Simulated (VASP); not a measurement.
# HgTe (CsCl type) (Pm-3m) in VASP: relaxation of cell and atoms with PBE

Aim: the relaxation of cell and atoms of HgTe (CsCl type) with PBE.

Program: VASP 6.6.1. These are calculated values, not measurements. Logs are shortened: lines on timing, memory, paths and dates and some standing lists are left out, and cuts for length are marked.

## Step 1: The cell of the first run

It takes space group Pm-3m (No. 221, cubic). The conventional cell has a = 3.809 Å, b = 3.809 Å, c = 3.809 Å, α = 90.00°, β = 90.00°, γ = 90.00°. Within 4.3 Å of Hg (site symmetry m-3m) lie 8 Te at 3.30 Å and 6 Hg at 3.81 Å. Te (site symmetry m-3m) has 8 Hg at 3.30 Å and 6 Te at 3.81 Å within 4.3 Å.

## Step 2: Relaxation of cell and atoms, PBE, target pressure -0.021 GPa, at which the enthalpy is minimised

Contents of INCAR:

```
PREC = Accurate ; ENCUT = 600
EDIFF = 1E-7 ; ISMEAR = -1
SIGMA = 0.1 ; LREAL = False
LASPH = True ; NELM = 60
ALGO = Normal ; ISIF = 3
LWAVE = False ; LCHARG = False
GGA = PE ; IBRION = 2
NSW = 32 ; EDIFFG = -0.005
PSTRESS = -0.21000000000000002
```

Contents of KPOINTS:

```
regular mesh
0
Gamma
  11 11 11
```

Contents of POSCAR:

```
HgTe
1.0
    3.8091264412      0.0000000000      0.0000000000
    0.0000000000      3.8091264412      0.0000000000
    0.0000000000      0.0000000000      3.8091264412
Hg Te
1 1
Direct
    0.0000000000      0.0000000000      0.0000000000
    0.5000000000      0.5000000000      0.5000000000
```

Potentials or basis: VASP PAW PBE potentials, release 64 (Hg, Te).

Command:

```bash
> cat potpaw_PBE.64/Hg/POTCAR potpaw_PBE.64/Te/POTCAR > POTCAR
> mpirun -np 1 vasp_std > vasp.out
```

OUTCAR:

```text
PREC = Accurate
   ENCUT = 600
   EDIFF = 1E-7
   ISMEAR = -1
   LREAL = False
   LASPH = True
   NELM = 60
   ISIF = 3
   GGA = PE
   IBRION = 2
   NSW = 32
   EDIFFG = -0.005
   PSTRESS = -0.21000000000000002

 ion  position               nearest neighbor table
   1  0.000  0.000  0.000-   2 3.30   2 3.30   2 3.30   2 3.30   2 3.30   2 3.30   2 3.30   2 3.30

   2  0.500  0.500  0.500-   1 3.30   1 3.30   1 3.30   1 3.30   1 3.30   1 3.30   1 3.30   1 3.30

  LATTYP: Found a simple cubic cell.
 ALAT       =     3.8091264412

  Lattice vectors:

 A1 = (   3.8091264412,   0.0000000000,   0.0000000000)
 A2 = (   0.0000000000,   3.8091264412,   0.0000000000)
 A3 = (   0.0000000000,   0.0000000000,   3.8091264412)

Analysis of symmetry for initial positions (statically):
=====================================================================
 Subroutine PRICEL returns:
 Original cell was already a primitive cell.

 Routine SETGRP: Setting up the symmetry group for a
 simple cubic supercell.

 Subroutine GETGRP returns: Found 48 space group operations
 (whereof 48 operations were pure point group operations)
 out of a pool of 48 trial point group operations.

The static configuration has the point symmetry O_h .

Analysis of symmetry for dynamics (positions and initial velocities):
=====================================================================
 Subroutine PRICEL returns:
 Original cell was already a primitive cell.

 Routine SETGRP: Setting up the symmetry group for a
 simple cubic supercell.

 Subroutine GETGRP returns: Found 48 space group operations
 (whereof 48 operations were pure point group operations)
 out of a pool of 48 trial point group operations.

The dynamic configuration has the point symmetry O_h .

 Subroutine INISYM returns: Found 48 space group operations
 (whereof 48 operations are pure point group operations),
 and found     1 'primitive' translations

----------------------------------------------------------------------------------------

                                     Primitive cell

  volume of cell :      55.2683

  direct lattice vectors                    reciprocal lattice vectors
     3.809126441  0.000000000  0.000000000     0.262527384  0.000000000  0.000000000
[... 148 lines left out ...]
  energy-cutoff  :      600.00
  volume of cell :       55.27
      direct lattice vectors                 reciprocal lattice vectors
     3.809126441  0.000000000  0.000000000     0.262527384  0.000000000  0.000000000
     0.000000000  3.809126441  0.000000000     0.000000000  0.262527384  0.000000000
     0.000000000  0.000000000  3.809126441     0.000000000  0.000000000  0.262527384

 POSITION                                       TOTAL-FORCE (eV/Angst)
 -----------------------------------------------------------------------------------
      0.00000      0.00000      0.00000         0.000000      0.000000      0.000000
      1.90456      1.90456      1.90456         0.000000      0.000000      0.000000
 -----------------------------------------------------------------------------------
    total drift:                               -0.000000     -0.000000     -0.000000

  FREE ENERGIE OF THE ION-ELECTRON SYSTEM (eV)
  ---------------------------------------------------
  free  energy   TOTEN  =        -2.8553089642 eV

  energy  without entropy=       -2.8076624218  energy(sigma->0) =       -2.83148569

  enthalpy is  TOTEN    =        -2.8625530715 eV   P V=       -0.0072441074

--------------------------------------- Ionic step        2  -------------------------------------------

 number of electron      18.0000006 magnetization

 Free energy of the ion-electron system (eV)
  ---------------------------------------------------
  ext. energy  EPLUGINS =         0.00000000
  ---------------------------------------------------
  free energy    TOTEN  =        -2.85531887 eV

  energy without entropy =       -2.80746694  energy(sigma->0) =       -2.83139291

 E-fermi :   4.5852     XC(G=0): -10.1323

 val. band max:        4.5550729720   @ k =   0.2727   0.0909   0.0000
 cond. band min:       4.5884466884   @ k =   0.3636   0.0909   0.0909
 fundamental gap:      0.0333737164
 Fermi energy:         4.5852303875

 k-point     1 :       0.0000    0.0000    0.0000
  band No.  band energies     occupation
      1      -7.5200      2.00000
      2      -1.8679      2.00000
      3      -1.8679      2.00000
      4      -1.4159      2.00000
      5      -1.4159      2.00000
      6      -1.4159      2.00000
      7       2.4363      2.00000
      8       3.7530      1.99951
      9       3.7530      1.99951
     10       3.7530      1.99951
     11      10.2906      0.00000
     12      10.2906      0.00000
     13      14.2458      0.00000
[... 354 lines left out ...]
  band No.  band energies     occupation
      1      -6.9281      2.00000
      2      -1.8205      2.00000
      3      -1.8036      2.00000
      4      -1.6110      2.00000
      5      -1.5731      2.00000
      6      -1.4419      2.00000
      7       0.1402      2.00000
      8       3.4718      1.99997
      9       4.1739      1.96782
     10       6.3672      0.00000
     11       9.7799      0.00000
     12      10.9427      0.00000
     13      11.3213      0.00000

 [... further k-points ...]
[... 5 lines left out ...]
  --------------------------------------------------------------------------------------
  -------------------------------------------------------------------------------------
  Total       -0.0103299     -0.0103299     -0.0103299      0.0000000      0.0000000     -0.0000000
  in kB       -0.2988217     -0.2988217     -0.2988217      0.0000000      0.0000000     -0.0000000
  external PRESSURE =      -0.0888217 kB  Pullay stress =      -0.2100000 kB

 VOLUME and BASIS-vectors are now :
 -----------------------------------------------------------------------------
  energy-cutoff  :      600.00
  volume of cell :       55.39
      direct lattice vectors                 reciprocal lattice vectors
     3.811810011  0.000000000 -0.000000000     0.262342561 -0.000000000 -0.000000000
     0.000000000  3.811810011 -0.000000000     0.000000000  0.262342561  0.000000000
     0.000000000 -0.000000000  3.811810011     0.000000000  0.000000000  0.262342561

 POSITION                                       TOTAL-FORCE (eV/Angst)
 -----------------------------------------------------------------------------------
      0.00000      0.00000      0.00000         0.000000      0.000000      0.000000
      1.90591      1.90591      1.90591        -0.000000     -0.000000      0.000000
 -----------------------------------------------------------------------------------
    total drift:                               -0.000000     -0.000000     -0.000000

  FREE ENERGIE OF THE ION-ELECTRON SYSTEM (eV)
  ---------------------------------------------------
  free  energy   TOTEN  =        -2.8553188718 eV

  energy  without entropy=       -2.8074669444  energy(sigma->0) =       -2.83139291

  enthalpy is  TOTEN    =        -2.8625783006 eV   P V=       -0.0072594288

 reached required accuracy - stopping structural energy minimisation
```

OSZICAR:

```text
N       E                     dE             d eps       ncg     rms          rms(c)
DAV:   1     0.116410418112E+03    0.11641E+03   -0.91301E+03  1464   0.138E+03
DAV:   2     0.158582366778E+01   -0.11482E+03   -0.10857E+03  1591   0.284E+02
DAV:   3    -0.290803670247E+01   -0.44939E+01   -0.44322E+01  1726   0.575E+01
DAV:   4    -0.294118142587E+01   -0.33145E-01   -0.33136E-01  1671   0.476E+00
[... 13 lines left out ...]
DAV:   4    -0.285532003200E+01    0.12232E-04   -0.19396E-05  1531   0.313E-02    0.168E-02
DAV:   5    -0.285531936665E+01    0.66536E-06   -0.16039E-06  1576   0.136E-02    0.146E-02
DAV:   6    -0.285531900321E+01    0.36344E-06   -0.44686E-07  1536   0.612E-03    0.395E-03
DAV:   7    -0.285531889471E+01    0.10850E-06   -0.16904E-07   826   0.525E-03    0.115E-03
DAV:   8    -0.285531887176E+01    0.22955E-07   -0.37939E-08   763   0.160E-03
   2 F= -.28625783E+01 E0= -.28386523E+01  d E =-.252290E-04
```

Run time: 29 s. Hardware: 1 thread of AMD EPYC 9R45 (Zen 5), shared host; peak memory 0.18 GiB.

Results:

* Free energy: -2.8553 eV
* Relaxed volume: 27.69 Å³/atom
* Relaxed cell: a = 3.812 Å, b = 3.812 Å, c = 3.812 Å, α = 90.00°, β = 90.00°, γ = 90.00°
* Space group after relaxing (to 0.1 Å): Pm-3m (No. 221)
* Energy change on relaxing (the run minimises the enthalpy): -0.0 meV/atom
* Ionic steps: 2
* Pressure after relaxing: 0.0 GPa
* Band gap on the k mesh: zero (bands 9 and 10 overlap by 1.85 eV)

Final structure:
```yaml
crystal:
  lattice:
    - [3.81181, 0.00000, 0.00000]
    - [0.00000, 3.81181, 0.00000]
    - [0.00000, 0.00000, 3.81181]
  atoms:
    - { symbol: Hg, position: [0.00000, 0.00000, 0.00000] }
    - { symbol: Te, position: [0.50000, 0.50000, 0.50000] }
```

Levels at points of the mesh, in eV from the Fermi level:
```tsv
k point	band 6	band 7	band 8	band 9	band 10	band 11	band 12	band 13
(0.00, 0.00, 0.00)	-6.00	-2.15	-0.83	-0.83	-0.83	5.71	5.71	9.66
```

Caveat: the cell is relaxed towards a set pressure, so the run minimises the enthalpy, not the energy; spin-orbit coupling is left out, which moves the levels of the heavy elements.

The gap in the log of VASP goes by the Fermi energy; the results here count the filled bands.